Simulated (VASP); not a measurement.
Write the native input for VASP 6.6.1 that does the following.

| Item | Value |
| --- | --- |
| Task | single point |
| Functional | PBEsol |
| Potentials or basis | VASP PAW PBE potentials, release 64 (Pb_d) |
| Cutoff | 520 eV |
| k mesh | 12 × 12 × 12 |
| Occupations | gaussian, width 0.1 eV |
| Spin | no spin polarisation |
| Dipole correction | no |
| Further INCAR settings | ALGO = Fast; EDIFF = 1e-06; NBANDS = 13 |

The structure of Pb lies in POSCAR:

```
Pb
1.0
    0.0000000000      2.6130977960      2.6130977960
    2.3908157960      0.0000000000      2.6130977960
    2.3908157960      2.6130977960      0.0000000000
Pb
1
Direct
    0.0000000000      0.0000000000      0.0000000000
```

This cell differs from its parent crystal: strained.

These files were run (other wordings do the same):

INCAR

```
SYSTEM = Pb
PREC = Accurate
ENCUT = 520
EDIFF = 1E-6
ISMEAR = 0
SIGMA = 0.1
LREAL = .False.
LASPH = .True.
NELM = 60
ALGO = Fast
ISIF = 2
LWAVE = .False.
LCHARG = .False.
GGA = PS
NBANDS = 13
```

KPOINTS

```
Automatic mesh
0
Gamma
  12 12 12
  0 0 0
```

Potentials or basis: VASP PAW PBE potentials, release 64 (Pb_d).

Launch:

```console
$ cat potpaw_PBE.64/Pb_d/POTCAR > POTCAR
$ mpirun -np 1 vasp_std > vasp.out
```

It gave:

| Property | Result |
| --- | --- |
| Pressure | -3.3 GPa |
| Band gap on the k mesh | zero (band 7 reaches 13.06 eV, above the bottom of band 8 at 4.73 eV) |

Caveat: the cell differs from its parent crystal (strained); the PAW data sets were made with another functional, which shifts forces and pressure a little; spin-orbit coupling is left out, which moves the levels of the heavy elements.

It took 55 s on 1 thread of Intel(R) Xeon(R) Platinum 8488C (Sapphire Rapids) (shared host), peak memory 0.2 GiB.
